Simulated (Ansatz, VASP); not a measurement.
Si7Ge: VASP beside Ansatz

The input INCAR:

```
  PREC = Accurate
  ENCUT = 520
  EDIFF = 1E-6
  ISMEAR = 0
  SIGMA = 0.03
  LREAL = Auto
  LASPH = True
  NELM = 60
  ALGO = Normal
  ISIF = 2
  LWAVE = False
  LCHARG = False
  GGA = PS
  NBANDS = 56
```

File KPOINTS:

```
Automatic mesh
0
Gamma
  6 6 3
```

The input POSCAR:

```
Si7Ge
1.0
    0.0000000000     -5.4591768537      0.0000000000
    0.0000000000      0.0000000000     -5.4591768537
   11.4183537074      0.0000000000      0.0000000000
Si Ge
14 2
Direct
    0.7474023192      0.7474023192      0.6592584619
    0.7474023192      0.7474023192      0.1811530368
    0.5000000000      0.5000000000      0.5384901403
    0.5000000000      0.5000000000      0.0603847152
    0.5000000000      1.0000000000      0.7775428529
    0.5000000000      1.0000000000      0.2994374278
    1.0000000000      0.5000000000      0.7775428529
    1.0000000000      0.5000000000      0.2994374278
    0.7474023192      0.2525976808      0.8958272439
    0.7474023192      0.2525976808      0.4177218188
    0.2525976808      0.7474023192      0.8958272439
    0.2525976808      0.7474023192      0.4177218188
    0.2525976808      0.2525976808      0.6592584619
    0.2525976808      0.2525976808      0.1811530368
    1.0000000000      1.0000000000      0.5384901403
    1.0000000000      1.0000000000      0.0603847152
```

Input for Ansatz:

```yaml
crystal:
  lattice:
    - [0.0, -5.4591768537, 0.0]
    - [0.0, 0.0, -5.4591768537]
    - [11.4183537074, 0.0, 0.0]
  atoms:
    - { symbol: Si, position: [0.7474023192, 0.7474023192, 0.6592584619] }
    - { symbol: Si, position: [0.7474023192, 0.7474023192, 0.1811530368] }
    - { symbol: Si, position: [0.5, 0.5, 0.5384901403] }
    - { symbol: Si, position: [0.5, 0.5, 0.0603847152] }
    - { symbol: Si, position: [0.5, 1.0, 0.7775428529] }
    - { symbol: Si, position: [0.5, 1.0, 0.2994374278] }
    - { symbol: Si, position: [1.0, 0.5, 0.7775428529] }
    - { symbol: Si, position: [1.0, 0.5, 0.2994374278] }
    - { symbol: Si, position: [0.7474023192, 0.2525976808, 0.8958272439] }
    - { symbol: Si, position: [0.7474023192, 0.2525976808, 0.4177218188] }
    - { symbol: Si, position: [0.2525976808, 0.7474023192, 0.8958272439] }
    - { symbol: Si, position: [0.2525976808, 0.7474023192, 0.4177218188] }
    - { symbol: Si, position: [0.2525976808, 0.2525976808, 0.6592584619] }
    - { symbol: Si, position: [0.2525976808, 0.2525976808, 0.1811530368] }
    - { symbol: Ge, position: [1.0, 1.0, 0.5384901403] }
    - { symbol: Ge, position: [1.0, 1.0, 0.0603847152] }
basis:
  ecutwfc: 420
kpoints:
  mp_grid: { grid: [6, 6, 3] }
hamiltonian:
  xc: pbesol
scf:
  occupations: { method: gaussian, width: 0.03 }
output:
  forces: true
  stress: true
  eigenvalues: true
```

Alike in both runs: task single point; functional PBEsol; k mesh 6 × 6 × 3; occupations gaussian, width 0.03 eV; no spin polarisation.

|  | VASP | Ansatz |
| --- | --- | --- |
| version | VASP 6.6.1 | Ansatz 0.2.0 |
| potentials or method | VASP PAW PBE potentials, release 64 (Si, Ge_d), cutoff 520 eV | scalar-relativistic, plane waves, PAW |
| valence electrons in the cell | 84 | 84 |

```csv
,VASP,Ansatz,Ansatz less VASP
gap on the k mesh at the Fermi level (eV),none,none,-
pressure (GPa),-2.6,-2.6,-0.06
"traceless stress, the component that is largest in VASP (GPa)",-2.95,-2.96,-0.003
rms of the force components (eV/Å),0.678,0.676,-0.0012
```

VASP's potentials were made for PBE, not for PBEsol. Atom by atom the forces differ by 0.003 eV/Å (rms over components). A gap of «none» marks a metal or a gap that the smearing closes.
